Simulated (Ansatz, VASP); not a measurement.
BeTe2 in VASP and in Ansatz

```
CELL_PARAMETERS angstrom
-2.31770 4.93044 3.38110
2.31770 -4.93044 3.38110
2.31770 4.93044 -3.38110
ATOMIC_POSITIONS crystal
Be 0.75000 0.75000 0.00000
Be 0.25000 0.25000 0.00000
Te 0.38467 0.80310 0.18777
Te 0.88467 0.69690 0.58157
Te 0.11533 0.30310 0.41843
Te 0.61533 0.19690 0.81223
```

Alike in both runs: functional PBE; k mesh 4 × 4 × 4; occupations gaussian, width 0.2 eV; no spin polarisation.

Ansatz relaxed the structure, and its values are those at the end. VASP's run is a single point on that final structure, the one shown.

|  | VASP | Ansatz |
| --- | --- | --- |
| version | VASP 6.6.1 | Ansatz 0.2.0 |
| potentials or method | VASP PAW PBE potentials, release 64 (Be, Te), cutoff 520 eV | scalar-relativistic, plane waves, PAW |
| valence electrons in the cell | 28 | 68 |

VASP gave:

```
gap on the k mesh at the Fermi level (eV) : 0.19
least direct gap on the mesh (eV)         : 0.63
pressure (GPa)                            : 0.6
rms of the force components (eV/Å)        : 0.044
```

Problem. What did Ansatz give for the same quantities?

Solution. gap on the k mesh at the Fermi level (eV): 0.20; least direct gap on the mesh (eV): 0.64; pressure (GPa): 0.5; rms of the force components (eV/Å): 0.033.

VASP's potentials hold 28 valence electrons a cell and Ansatz's 68, so a difference there can come from the potentials and not from the codes.

Neither program's run includes spin-orbit coupling.
